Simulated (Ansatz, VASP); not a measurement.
## ScAl3 in VASP and in Ansatz

```
CELL_PARAMETERS angstrom
4.10533 0.00000 0.00000
0.00000 4.10533 0.00000
0.00000 0.00000 4.10533
ATOMIC_POSITIONS crystal
Sc 0.00000 0.00000 0.00000
Al 0.50000 0.00000 0.50000
Al 0.00000 0.50000 0.50000
Al 0.50000 0.50000 0.00000
```

Alike in both runs: task single point; functional PBE; k mesh 12 × 12 × 12; occupations gaussian, width 0.15 eV; no spin polarisation.

|  | VASP | Ansatz |
| --- | --- | --- |
| version | VASP 6.6.1 | Ansatz 0.2.0 |
| potentials or method | VASP PAW PBE potentials, release 64 (Sc_sv, Al), cutoff 520 eV | scalar-relativistic, plane waves, PAW |
| valence electrons in the cell | 20 | 20 |

```csv
,VASP,Ansatz,Ansatz less VASP
gap on the k mesh at the Fermi level (eV),none,none,-
pressure (GPa),0.0,0.0,+0.05
```

A gap of «none» marks a metal or a gap that the smearing closes. The functional is the same, so the differences come from potentials, cutoffs and numerics.
